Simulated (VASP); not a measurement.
A run of VASP 6.6.1 is set up as follows.

The input INCAR:

```
SYSTEM = Zr
ALGO = Normal
EDIFF = 1E-6
ENCUT = 520
GGA = PS
ISIF = 2
ISMEAR = -1
LASPH = .True.
LCHARG = .False.
LREAL = .False.
LWAVE = .False.
NBANDS = 19
NELM = 60
PREC = Accurate
SIGMA = 0.1
```

Contents of KPOINTS:

```
k-points
0
Gamma
  10 10 10
  0 0 0
```

Contents of POSCAR:

```
Zr
1.0
    0.0000000000      3.0309404609      3.0309404609
    3.0309404609      0.0000000000      3.0309404609
    3.0309404609      3.0309404609      0.0000000000
Zr
2
Direct
    0.1250000000      0.1250000000      0.1250000000
    0.8750000000      0.8750000000      0.8750000000
```

Potentials or basis: VASP PAW PBE potentials, release 64 (Zr_sv).

Command:

```sh
$ cat potpaw_PBE.64/Zr_sv/POTCAR > POTCAR
$ mpirun -np 1 vasp_std > vasp.out
```

Problem. What does it give for the pressure?

Solution. 1.7 GPa.

Problem. What does it give for the band gap on the k mesh?

Solution. Zero (band 12 reaches 6.51 eV, above the bottom of band 13 at 6.19 eV).

Caveat: the PAW data sets were made with another functional, which shifts forces and pressure a little.
